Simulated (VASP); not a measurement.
# TbZr3H (P4/mmm) in VASP: further runs

TbZr3H is run at these levels: PBE; tasks: single point, relaxation of cell and atoms.

All numbers are computed with VASP 6.6.1; they aren't measurements. Logs are shortened: lines on timing, memory, paths and dates and some standing lists are left out, and cuts for length are marked.

### Step 1. The cell of the first run

It takes space group P4/mmm (No. 123, tetragonal). Conventional cell: a = 5.255 Å, b = 5.255 Å, c = 5.378 Å, α = 90.00°, β = 90.00°, γ = 90.00°. Tb (site symmetry 4/mmm) has 6 Zr at 2.63 to 2.69 Å within 3.5 Å. Within 3.5 Å of Zr (site symmetry mmm) lie 2 Tb at 2.63 Å and 2 H at 2.63 Å. Within 3.5 Å of Zr (site symmetry 4/mmm) lie 2 Tb at 2.69 Å. Within 3.5 Å of H (site symmetry 4/mmm) lie 4 Zr at 2.63 Å.

The cell was generated, and may not be a known phase.

### Step 2. Single point, PBE, collinear spin

Input file INCAR:

```
PREC     = Accurate       # precision mode
ENCUT    = 500            # plane-wave cutoff, eV
EDIFF    = 1E-6           # SCF threshold, eV
ISMEAR   = 0              # smearing method
SIGMA    = 0.1            # smearing width, eV
LREAL    = False          # projectors in reciprocal space
LASPH    = True           # aspherical terms in the spheres
NELM     = 200            # most SCF steps
ALGO     = Normal         # electronic algorithm
ISIF     = 2              # what is computed and relaxed
LWAVE    = False          # write WAVECAR
LCHARG   = True           # write CHGCAR
ISPIN    = 2              # spin polarisation
MAGMOM   = 0 1 1 1 0      # initial moments
LORBIT   = 11             # projections on sites
LMAXMIX  = 6              # l up to which the mixer works
GGA      = PE             # functional
LELF     = True           # ELF
LVHAR    = True         
NBANDS   = 35             # bands
GGA_COMPAT= False
```

Input file KPOINTS:

```
Automatic mesh
0
Gamma
  4 4 4
```

Input file POSCAR:

```
TbZr3H
1.0
    5.2545906584      0.0000000000      0.0000000000
    0.0000000000      5.2545906584      0.0000000000
    0.0000000000      0.0000000000      5.3780165960
Tb Zr H
1 3 1
Direct
    0.0000000000      0.0000000000      0.5000000000
    0.5000000000      0.0000000000      0.5000000000
    0.0000000000      0.5000000000      0.5000000000
    0.0000000000      0.0000000000      0.0000000000
    0.5000000000      0.5000000000      0.5000000000
```

Potentials or basis: VASP PAW PBE potentials, release 64 (Tb_3, Zr_sv, H), 4f in core.

The run is started by

```
cat potpaw_PBE.64/Tb_3/POTCAR potpaw_PBE.64/Zr_sv/POTCAR potpaw_PBE.64/H/POTCAR > POTCAR
mpirun -np 1 vasp_std > vasp.out
```

OUTCAR:

```text
PREC = Accurate
   ENCUT = 500
   EDIFF = 1E-6
   ISMEAR = 0
   LREAL = False
   LASPH = True
   NELM = 200
   ISIF = 2
   ISPIN = 2
   LORBIT = 11
   GGA = PE

 ion  position               nearest neighbor table
   1  0.000  0.000  0.500-   2 2.63   3 2.63   3 2.63   2 2.63   4 2.69   4 2.69
   2  0.500  0.000  0.500-   1 2.63   1 2.63   3 3.72   3 3.72   3 3.72   3 3.72   4 3.76   4 3.76
                             4 3.76   4 3.76
   3  0.000  0.500  0.500-   1 2.63   1 2.63   2 3.72   2 3.72   2 3.72   2 3.72   4 3.76   4 3.76
                             4 3.76   4 3.76
   4  0.000  0.000  0.000-   1 2.69   1 2.69   3 3.76   2 3.76   2 3.76   3 3.76   3 3.76   3 3.76
                             2 3.76   2 3.76
   5  0.500  0.500  0.500-

  LATTYP: Found a simple tetragonal cell.
 ALAT       =     5.2545906584
 C/A-ratio  =     1.0234891632

  Lattice vectors:

 A1 = (   5.2545906584,   0.0000000000,   0.0000000000)
 A2 = (   0.0000000000,   5.2545906584,   0.0000000000)
 A3 = (   0.0000000000,   0.0000000000,   5.3780165960)

Analysis of symmetry for initial positions (statically):
=====================================================================
 Subroutine PRICEL returns:
 Original cell was already a primitive cell.

 Routine SETGRP: Setting up the symmetry group for a
 simple tetragonal supercell.

 Subroutine GETGRP returns: Found 16 space group operations
 (whereof 16 operations were pure point group operations)
 out of a pool of 16 trial point group operations.

The static configuration has the point symmetry D_4h.

Analysis of symmetry for dynamics (positions and initial velocities):
=====================================================================
 Subroutine PRICEL returns:
 Original cell was already a primitive cell.

 Routine SETGRP: Setting up the symmetry group for a
 simple tetragonal supercell.

 Subroutine GETGRP returns: Found 16 space group operations
 (whereof 16 operations were pure point group operations)
 out of a pool of 16 trial point group operations.

The dynamic configuration has the point symmetry D_4h.

Analysis of structural, dynamic, and magnetic symmetry:
=====================================================================
 Subroutine PRICEL returns:
 Original cell was already a primitive cell.

 Routine SETGRP: Setting up the symmetry group for a
[... 131 lines left out ...]
   LHFCALC =     F    Hartree Fock is set to
   AEXX    =    0.0000 exact exchange contribution
   IVDW    =     0    specifies the selected vdW correction
   LEPSILON=     F    determine dielectric tensor
   LRPA    =     F    only Hartree local field effects (RPA)
 spin polarized calculation
 Gauss-broadening in eV      SIGMA  =   0.10
  energy-cutoff  :      500.00
  volume of cell :      148.49
 maximum number of plane-waves:      3808
 NGX is ok and might be reduce to    40
   NGX = 19   NGY = 19   NGZ = 19

 number of electron      45.9999999 magnetization       1.5536507

 Free energy of the ion-electron system (eV)
  ---------------------------------------------------
  ext. energy  EPLUGINS =         0.00000000
  ---------------------------------------------------
  free energy    TOTEN  =       -25.48019909 eV

  energy without entropy =      -25.45441350  energy(sigma->0) =      -25.46730629

 E-fermi :   3.6414     XC(G=0):  -8.7832

 val. band max:        3.6138342649   @ k =   0.5000   0.0000   0.5000
 cond. band min:       3.6575662555   @ k =   0.5000   0.5000   0.0000
 fundamental gap:      0.0437319906
 Fermi energy:         3.6414071885

 spin component 1

 k-point     1 :       0.0000    0.0000    0.0000
  band No.  band energies     occupation
      1     -46.0114      1.00000
      2     -45.8620      1.00000
      3     -45.8521      1.00000
      4     -24.3076      1.00000
      5     -24.3076      1.00000
      6     -24.2683      1.00000
[... 673 lines left out ...]
     34       6.1852      0.00000
     35       6.1852      0.00000
 Fermi energy:         3.6414071885

 spin component 2

 k-point     1 :       0.0000    0.0000    0.0000
  band No.  band energies     occupation
      1     -45.8159      1.00000
      2     -45.6968      1.00000
      3     -45.6868      1.00000
      4     -24.0418      1.00000
      5     -24.0418      1.00000
      6     -23.9491      1.00000
[... 673 lines left out ...]
     34       6.3996      0.00000
     35       6.3996      0.00000

------------------------ aborting loop because EDIFF is reached ----------------------------------------

  FORCE on cell =-STRESS in cart. coord.  units (eV):
  Direction    XX          YY          ZZ          XY          YZ          ZX
  --------------------------------------------------------------------------------------
  -------------------------------------------------------------------------------------
  Total        0.3895115      0.3895115      0.3369747      0.0000000      0.0000000      0.0000000
  in kB        4.2027248      4.2027248      3.6358666      0.0000000      0.0000000      0.0000000
  external PRESSURE =       4.0137720 kB  Pullay stress =       0.0000000 kB

 VOLUME and BASIS-vectors are now :
 -----------------------------------------------------------------------------
  energy-cutoff  :      500.00
  volume of cell :      148.49
      direct lattice vectors                 reciprocal lattice vectors
     5.254590658  0.000000000  0.000000000     0.190309781  0.000000000  0.000000000
     0.000000000  5.254590658  0.000000000     0.000000000  0.190309781  0.000000000
     0.000000000  0.000000000  5.378016596     0.000000000  0.000000000  0.185942156

 POSITION                                       TOTAL-FORCE (eV/Angst)
 -----------------------------------------------------------------------------------
      0.00000      0.00000      2.68901         0.000000      0.000000      0.000000
      2.62730      0.00000      2.68901         0.000000      0.000000      0.000000
      0.00000      2.62730      2.68901         0.000000      0.000000      0.000000
      0.00000      0.00000      0.00000         0.000000      0.000000      0.000000
      2.62730      2.62730      2.68901         0.000000      0.000000      0.000000
 -----------------------------------------------------------------------------------
    total drift:                                0.000000      0.000000     -0.000000

  FREE ENERGIE OF THE ION-ELECTRON SYSTEM (eV)
  ---------------------------------------------------
  free  energy   TOTEN  =       -25.4801990893 eV

  energy  without entropy=      -25.4544134952  energy(sigma->0) =      -25.46730629

 total charge

# of ion       s       p       d       tot
------------------------------------------
    1        0.532   6.392   2.549   9.473
    2        2.201   5.918   1.695   9.814
    3        2.201   5.918   1.695   9.814
    4        2.211   5.918   1.624   9.754
    5        0.448   0.004   0.000   0.451
--------------------------------------------------
tot          7.593  24.150   7.563  39.306

 magnetization (x)

# of ion       s       p       d       tot
------------------------------------------
    1        0.066   0.033   0.348   0.447
    2        0.003   0.009   0.262   0.273
    3        0.003   0.009   0.262   0.273
    4        0.003   0.010   0.306   0.320
    5       -0.005   0.000   0.000  -0.005
--------------------------------------------------
tot          0.070   0.060   1.177   1.308
```

OSZICAR:

```text
N       E                     dE             d eps       ncg     rms          rms(c)
DAV:   1     0.419251512126E+03    0.41925E+03   -0.21873E+04  2528   0.118E+03
DAV:   2     0.903268695520E-01   -0.41916E+03   -0.40213E+03  2869   0.370E+02
DAV:   3    -0.298332292701E+02   -0.29924E+02   -0.29120E+02  4263   0.735E+01
DAV:   4    -0.325266057230E+02   -0.26934E+01   -0.26716E+01  4082   0.188E+01
DAV:   5    -0.326352855634E+02   -0.10868E+00   -0.10856E+00  3778   0.344E+00    0.347E+01
DAV:   6    -0.254234600581E+02    0.72118E+01   -0.46445E+01  3384   0.302E+01    0.110E+01
DAV:   7    -0.258359369446E+02   -0.41248E+00   -0.59008E+00  3522   0.835E+00    0.833E+00
DAV:   8    -0.254919495966E+02    0.34399E+00   -0.13255E+00  3288   0.409E+00    0.527E+00
DAV:   9    -0.254613676419E+02    0.30582E-01   -0.44070E-01  3269   0.259E+00    0.252E+00
DAV:  10    -0.254745970837E+02   -0.13229E-01   -0.71074E-02  3162   0.126E+00    0.840E-01
DAV:  11    -0.254787749737E+02   -0.41779E-02   -0.91954E-03  3412   0.427E-01    0.377E-01
DAV:  12    -0.254799797704E+02   -0.12048E-02   -0.40144E-03  3136   0.286E-01    0.185E-01
DAV:  13    -0.254801612066E+02   -0.18144E-03   -0.74371E-04  3465   0.113E-01    0.771E-02
DAV:  14    -0.254801906483E+02   -0.29442E-04   -0.13819E-04  3376   0.444E-02    0.271E-02
DAV:  15    -0.254801933736E+02   -0.27254E-05   -0.32869E-05  3110   0.193E-02    0.120E-02
DAV:  16    -0.254801970182E+02   -0.36446E-05   -0.99591E-06  2802   0.101E-02    0.559E-03
DAV:  17    -0.254801986841E+02   -0.16659E-05   -0.41692E-06  2657   0.777E-03    0.281E-03
DAV:  18    -0.254801990893E+02   -0.40523E-06   -0.11450E-06  2016   0.426E-03
   1 F= -.25480199E+02 E0= -.25467306E+02  d E =-.257856E-01  mag=     1.5536
```

Wall time 3.7 min (1 thread of Intel Xeon Platinum 8488C (Sapphire Rapids), shared host); peak memory 0.37 GiB.

Results:

| Quantity | Value |
| --- | --- |
| Free energy | -25.4802 eV |
| Pressure | 0.4 GPa |
| Net moment | 1.55 μB per cell |
| Site moments | Tb +0.45; Zr +0.27, +0.32 (each value once); H -0.01 μB |
| Valence electrons inside the program's atomic spheres | Tb 9.47; Zr 9.81, 9.75 (each value once); H 0.45 |

Caveat: the magnetic or orbital state may not be the lowest; spin-orbit coupling is left out, which moves the levels of the heavy elements; the 4f electrons are frozen in the core, so they carry no moment and show no levels.

### Step 3. Relaxation of cell and atoms, PBE, collinear spin, ferromagnetic start

Input file INCAR:

```
PREC = Accurate
ENCUT = 500
EDIFF = 1E-7
ISMEAR = 0
SIGMA = 0.1
LREAL = False
LASPH = True
NELM = 200
ALGO = Normal
ISIF = 3
LWAVE = False
LCHARG = False
ISPIN = 2
MAGMOM = 0.21 0.24 0.24 0.3 0
LORBIT = 11
LMAXMIX = 6
GGA = PE
IBRION = 2
NSW = 100
EDIFFG = -0.01
GGA_COMPAT = False
NELMIN = 4
KPAR = 4
```

Input file KPOINTS:

```
regular mesh
0
Gamma
  8 8 8
```

POSCAR is that of step 2.

Potentials or basis: VASP PAW PBE potentials, release 64 (Tb_3, Zr_sv, H), 4f in core.

The run is started by

```
cat potpaw_PBE.64/Tb_3/POTCAR potpaw_PBE.64/Zr_sv/POTCAR potpaw_PBE.64/H/POTCAR > POTCAR
mpirun -np 4 vasp_std > vasp.out
```

OUTCAR:

```text
PREC = Accurate
   ENCUT = 500
   EDIFF = 1E-7
   ISMEAR = 0
   LREAL = False
   LASPH = True
   NELM = 200
   ISIF = 3
   ISPIN = 2
   LORBIT = 11
   GGA = PE
   IBRION = 2
   NSW = 100
   EDIFFG = -0.01
   NELMIN = 4

 ion  position               nearest neighbor table
   1  0.000  0.000  0.500-   2 2.63   3 2.63   3 2.63   2 2.63   4 2.69   4 2.69
   2  0.500  0.000  0.500-   1 2.63   1 2.63   3 3.72   3 3.72   3 3.72   3 3.72   4 3.76   4 3.76
                             4 3.76   4 3.76
   3  0.000  0.500  0.500-   1 2.63   1 2.63   2 3.72   2 3.72   2 3.72   2 3.72   4 3.76   4 3.76
                             4 3.76   4 3.76
   4  0.000  0.000  0.000-   1 2.69   1 2.69   3 3.76   2 3.76   2 3.76   3 3.76   3 3.76   3 3.76
                             2 3.76   2 3.76
   5  0.500  0.500  0.500-

  LATTYP: Found a simple tetragonal cell.
 ALAT       =     5.2545906584
 C/A-ratio  =     1.0234891632

  Lattice vectors:

 A1 = (   5.2545906584,   0.0000000000,   0.0000000000)
 A2 = (   0.0000000000,   5.2545906584,   0.0000000000)
 A3 = (   0.0000000000,   0.0000000000,   5.3780165960)

Analysis of symmetry for initial positions (statically):
=====================================================================
 Subroutine PRICEL returns:
 Original cell was already a primitive cell.

 Routine SETGRP: Setting up the symmetry group for a
 simple tetragonal supercell.

 Subroutine GETGRP returns: Found 16 space group operations
 (whereof 16 operations were pure point group operations)
 out of a pool of 16 trial point group operations.

The static configuration has the point symmetry D_4h.

Analysis of symmetry for dynamics (positions and initial velocities):
=====================================================================
 Subroutine PRICEL returns:
 Original cell was already a primitive cell.

 Routine SETGRP: Setting up the symmetry group for a
 simple tetragonal supercell.

[... 161 lines left out ...]
 NGX is ok and might be reduce to    40
   NGX = 19   NGY = 19   NGZ = 19

--------------------------------------- Ionic step        1  -------------------------------------------

 number of electron      45.9999999 magnetization       0.0012489

 Free energy of the ion-electron system (eV)
  ---------------------------------------------------
  ext. energy  EPLUGINS =         0.00000000
  ---------------------------------------------------
  free energy    TOTEN  =       -25.59340441 eV

  energy without entropy =      -25.55142247  energy(sigma->0) =      -25.57241344

------------------------ aborting loop because EDIFF is reached ----------------------------------------

  FORCE on cell =-STRESS in cart. coord.  units (eV):
  Direction    XX          YY          ZZ          XY          YZ          ZX
  --------------------------------------------------------------------------------------
  -------------------------------------------------------------------------------------
  Total       -0.3585925     -0.3585925     -0.0275680      0.0000000     -0.0000000      0.0000000
  in kB       -3.8691176     -3.8691176     -0.2974515      0.0000000     -0.0000000      0.0000000
  external PRESSURE =      -2.6785622 kB  Pullay stress =       0.0000000 kB
[... 65 lines left out ...]
--------------------------------------- Ionic step        3  -------------------------------------------

 number of electron      45.9999999 magnetization       0.0003177

 Free energy of the ion-electron system (eV)
  ---------------------------------------------------
  ext. energy  EPLUGINS =         0.00000000
  ---------------------------------------------------
  free energy    TOTEN  =       -25.59455680 eV

  energy without entropy =      -25.55236349  energy(sigma->0) =      -25.57346014

 E-fermi :   3.6627     XC(G=0):  -8.8160

 val. band max:        3.6625488139   @ k =   0.5000   0.3750   0.5000
 cond. band min:       3.6628154572   @ k =   0.3750   0.3750   0.2500
 fundamental gap:      0.0002666433
 Fermi energy:         3.6627489825

 spin component 1

 k-point     1 :       0.0000    0.0000    0.0000
  band No.  band energies     occupation
      1     -45.8697      1.00000
      2     -45.7491      1.00000
      3     -45.7388      1.00000
      4     -24.1561      1.00000
      5     -24.1561      1.00000
      6     -24.0593      1.00000
[... 709 lines left out ...]
     26       4.3829      0.00000
     27       4.4118      0.00000

 [... further k-points ...]

 spin component 2

 k-point     1 :       0.0000    0.0000    0.0000
  band No.  band energies     occupation
      1     -45.8696      1.00000
      2     -45.7491      1.00000
      3     -45.7388      1.00000
      4     -24.1561      1.00000
      5     -24.1561      1.00000
      6     -24.0592      1.00000
[... 743 lines left out ...]
  FREE ENERGIE OF THE ION-ELECTRON SYSTEM (eV)
  ---------------------------------------------------
  free  energy   TOTEN  =       -25.5945567973 eV

  energy  without entropy=      -25.5523634912  energy(sigma->0) =      -25.57346014

 reached required accuracy - stopping structural energy minimisation

 total charge

# of ion       s       p       d       tot
------------------------------------------
    1        0.531   6.372   2.599   9.502
    2        2.200   5.917   1.704   9.820
    3        2.200   5.917   1.704   9.820
    4        2.212   5.918   1.624   9.754
    5        0.449   0.004   0.000   0.452
--------------------------------------------------
tot          7.591  24.127   7.631  39.349

 magnetization (x)

# of ion       s       p       d       tot
------------------------------------------
    1        0.000   0.000   0.000   0.000
    2       -0.000   0.000   0.000   0.000
    3       -0.000   0.000   0.000   0.000
    4        0.000   0.000   0.000   0.000
    5       -0.000   0.000   0.000  -0.000
--------------------------------------------------
tot          0.000   0.000   0.000   0.000
```

OSZICAR:

```text
N       E                     dE             d eps       ncg     rms          rms(c)
DAV:   1     0.455573626039E+03    0.45557E+03   -0.22574E+04  8140   0.152E+03
[... 42 lines left out ...]
DAV:   3    -0.255945738039E+02    0.61512E-04   -0.51181E-04 10749   0.108E-01    0.273E-02
DAV:   4    -0.255945584543E+02    0.15350E-04   -0.96776E-05 13149   0.525E-02    0.129E-02
DAV:   5    -0.255945583543E+02    0.99963E-07   -0.11369E-05 11134   0.137E-02    0.666E-03
DAV:   6    -0.255945580887E+02    0.26557E-06   -0.15878E-06 13390   0.584E-03    0.489E-03
DAV:   7    -0.255945570465E+02    0.10423E-05   -0.14205E-06 13969   0.522E-03    0.136E-03
DAV:   8    -0.255945567944E+02    0.25206E-06   -0.41257E-08  4723   0.146E-03    0.390E-04
DAV:   9    -0.255945567973E+02   -0.28986E-08   -0.16220E-08  4482   0.740E-04
   3 F= -.25594557E+02 E0= -.25573460E+02  d E =-.115238E-02  mag=     0.0003
```

It took 3.8 min on 4 MPI ranks of Intel Xeon 6975P-C (Granite Rapids), shared host; peak memory 0.62 GiB.

What came out:

| Property | Result |
| --- | --- |
| Free energy | -25.5946 eV |
| Relaxed volume | 29.50 Å³/atom |
| Relaxed cell | a = 5.238 Å, b = 5.238 Å, c = 5.377 Å, α = 90.00°, β = 90.00°, γ = 90.00° |
| Space group after relaxing (to 0.1 Å) | P4/mmm (No. 123) |
| Energy gained by relaxing | 0.2 meV/atom |
| Ionic steps | 3 |
| Pressure after relaxing | 0.0 GPa |
| Band gap on the k mesh | zero (filled and empty bands overlap) |
| Net moment | 0.00 μB per cell |
| Valence electrons inside the program's atomic spheres | Tb 9.50; Zr 9.82, 9.75 (each value once); H 0.45 |

Step by step:
```
step  energy change (eV)  largest force (eV/Å)  pressure (GPa)  volume (Å³)
   1              0.0000                0.0000           -0.27       148.49
   2             -0.0011                0.0000            0.04       147.43
   3             -0.0012                0.0000            0.02       147.50
```

Final structure:
```yaml
crystal:
  lattice:
    - [5.23776, 0.00000, 0.00000]
    - [0.00000, 5.23776, 0.00000]
    - [0.00000, 0.00000, 5.37669]
  atoms:
    - { symbol: Tb, position: [0.00000, 0.00000, 0.50000] }
    - { symbol: Zr, position: [0.50000, 0.00000, 0.50000] }
    - { symbol: Zr, position: [0.00000, 0.50000, 0.50000] }
    - { symbol: Zr, position: [0.00000, 0.00000, 0.00000] }
    - { symbol: H, position: [0.50000, 0.50000, 0.50000] }
```

Caveat: the magnetic or orbital state may not be the lowest; spin-orbit coupling is left out, which moves the levels of the heavy elements; the 4f electrons are frozen in the core, so they carry no moment and show no levels.

The gap in the log of VASP goes by the Fermi energy; the results here count the filled bands.